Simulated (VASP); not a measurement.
Si, 4 atoms in the cell. The structure is hexagonal, space group P6_3/mmc (No. 194). The conventional cell has a = 3.920 Å, b = 3.920 Å, c = 6.142 Å, α = 90.00°, β = 90.00°, γ = 120.00°. Within 3.1 Å of Si (site symmetry 3m) lie 4 Si at 2.31 to 2.59 Å. This isn't the form of Si at room conditions, which is diamond. This cell differs from its parent crystal: atoms shifted along a free coordinate, c/a of the conventional cell at fixed volume 1.5668.

```yaml
Program: VASP 6.6.1
Task: single point
Functional: PBE
Potentials_or_basis: VASP PAW PBE potentials, release 64 (Si)
Cutoff: 520 eV
k_mesh: 12 × 12 × 6
Occupations: gaussian, width 0.05 eV
Spin: no spin polarisation
Dipole_correction: no
Further_INCAR_settings: ALGO = Normal; EDIFF = 1e-07; NBANDS = 16
```

Potentials or basis: VASP PAW PBE potentials, release 64 (Si).

The run is started by

```sh
$ cat potpaw_PBE.64/Si/POTCAR > POTCAR
$ mpirun -np 1 vasp_std > vasp.out
```

Hardware: 1 thread of Intel Xeon 8259CL, on a shared host.

Problem. Estimate the wall time of this run.

Solution. Run time: 2.7 min on 1 thread of Intel Xeon 8259CL, on a shared host, peak memory 0.23 GiB. Counts: scf iterations 14, k points 76.
